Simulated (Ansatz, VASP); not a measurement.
## One calculation of PtSe2, two programs

```
CELL_PARAMETERS angstrom
3.75936 0.00000 0.00000
-1.87968 3.25570 0.00000
0.19474 0.00000 4.86856
ATOMIC_POSITIONS crystal
Pt 0.00000 0.00000 0.00000
Se 0.67829 0.33324 0.73978
Se 0.32171 0.66676 0.26022
```

Change from the starting cell: shear of c along a, cell held, atoms relaxed: +4.0 %.

Alike in both runs: functional PBEsol; k mesh 18 × 18 × 12; occupations gaussian, width 0.1 eV; no spin polarisation.

Ansatz relaxed the structure, and its values are those at the end. VASP's run is a single point on that final structure, the one shown.

```csv
,VASP,Ansatz
version,VASP 6.6.1,Ansatz 0.2.0
potentials or method,"VASP PAW PBE potentials, release 64 (Pt, Se), cutoff 520 eV","scalar-relativistic, plane waves, PAW"
valence electrons in the cell,22,50
```

VASP gave:

| Quantity | Value |
| --- | --- |
| gap on the k mesh at the Fermi level (eV) | none |
| pressure (GPa) | 0.4 |
| rms of the force components (eV/Å) | 0.008 |

Question: Which values does Ansatz return?

Answer: gap on the k mesh at the Fermi level (eV): none; pressure (GPa): 0.2; rms of the force components (eV/Å): 0.001.

VASP's potentials were made for PBE, not for PBEsol. A gap of «none» marks a metal or a gap that the smearing closes. VASP's potentials hold 22 valence electrons a cell and Ansatz's 50, so a difference there can come from the potentials and not from the codes. Ansatz's warnings: stress scf threshold loose.

Neither program's run includes spin-orbit coupling.
